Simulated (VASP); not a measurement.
A run of VASP 6.6.1 is set up as follows.

The input INCAR:

```
ALGO = Normal ; EDIFF = 1E-7
ENCUT = 520 ; GGA = PS
ISIF = 2 ; ISMEAR = -1
LASPH = T ; LCHARG = F
LREAL = F ; LWAVE = F
NBANDS = 20 ; NELM = 100
PREC = Accurate ; SIGMA = 0.05
```

The input KPOINTS:

```
k-points
0
Gamma
  10 10 10
```

POSCAR

```
TaRu
1.0
    3.1401695712      0.0000000000      0.0000000000
    0.0000000000      3.1401695712      0.0000000000
    0.0000000000      0.0000000000      3.1401695712
Ta Ru
1 1
Direct
    0.5000000000      0.5000000000      0.5000000000
    0.0000000000      0.0000000000      0.0000000000
```

Potentials or basis: VASP PAW PBE potentials, release 64 (Ta_pv, Ru_pv).

Command:

```sh
$ cat potpaw_PBE.64/Ta_pv/POTCAR potpaw_PBE.64/Ru_pv/POTCAR > POTCAR
$ mpirun -np 1 vasp_std > vasp.out
```

Q: What does it give for the pressure?

A: 0.2 GPa.

Caveat: the PAW data sets were made with another functional, which shifts forces and pressure a little.
